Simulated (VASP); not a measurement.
Set up this calculation in VASP 6.6.1, as the native input.

| Item | Value |
| --- | --- |
| Task | single point |
| Functional | PBE |
| Potentials or basis | VASP PAW PBE potentials, release 64 (Mo_sv, W_sv) |
| Cutoff | 500 eV |
| k mesh | 12 × 12 × 12 |
| Occupations | gaussian, width 0.1 eV |
| Spin | non-collinear spin, zero start, spin-orbit coupling |
| Starting moments | [[0.0, 0.0, 0.0], [0.0, 0.0, 0.0], [0.0, 0.0, 0.0], [0.0, 0.0, 0.0]] μB |
| Dipole correction | no |
| Further INCAR settings | ALGO = Normal; EDIFF = 1e-06; NBANDS = 70 |

The structure of Mo3W lies in POSCAR:

```
Mo3W
1.0
    0.0000000000      3.1659870310      3.1659870310
    3.1659870310      0.0000000000      3.1659870310
    3.1659870310      3.1659870310      0.0000000000
Mo W
3 1
Direct
    0.7500000000      0.7500000000      0.7500000000
    0.2500000000      0.2500000000      0.2500000000
    0.0000000000      0.0000000000      0.0000000000
    0.5000000000      0.5000000000      0.5000000000
```

One way to write it, as run:

INCAR

```
SYSTEM = Mo3W
ALGO = Normal
EDIFF = 1E-6
ENCUT = 500
GGA = PE
GGA_COMPAT = .FALSE.
ISIF = 2
ISMEAR = 0
LASPH = .TRUE.
LCHARG = .FALSE.
LMAXMIX = 4
LNONCOLLINEAR = .TRUE.
LORBIT = 11
LORBMOM = .TRUE.
LREAL = .FALSE.
LSORBIT = .TRUE.
LWAVE = .FALSE.
MAGMOM = 0 0 0 0 0 0 0 0 0 0 0 0
NBANDS = 70
NELM = 200
PREC = Accurate
SIGMA = 0.1
```

KPOINTS

```
k-points
0
G
  12 12 12
  0 0 0
```

Potentials or basis: VASP PAW PBE potentials, release 64 (Mo_sv, W_sv).

Run with:

```bash
$ cat potpaw_PBE.64/Mo_sv/POTCAR potpaw_PBE.64/W_sv/POTCAR > POTCAR
$ mpirun -np 1 vasp_ncl > vasp.out
```

Results of the run:

```yaml
Pressure: 0.8 GPa
Net_moment: 0.00 μB per cell
Valence_electrons_inside_the_program's_atomic_spheres: Mo 12.51, 12.46 (each value once); W 12.04
```

Run time: 11 min on 1 thread of AMD EPYC 9R45 96-Core Processor (Zen 5) (shared host), peak memory 0.62 GiB.
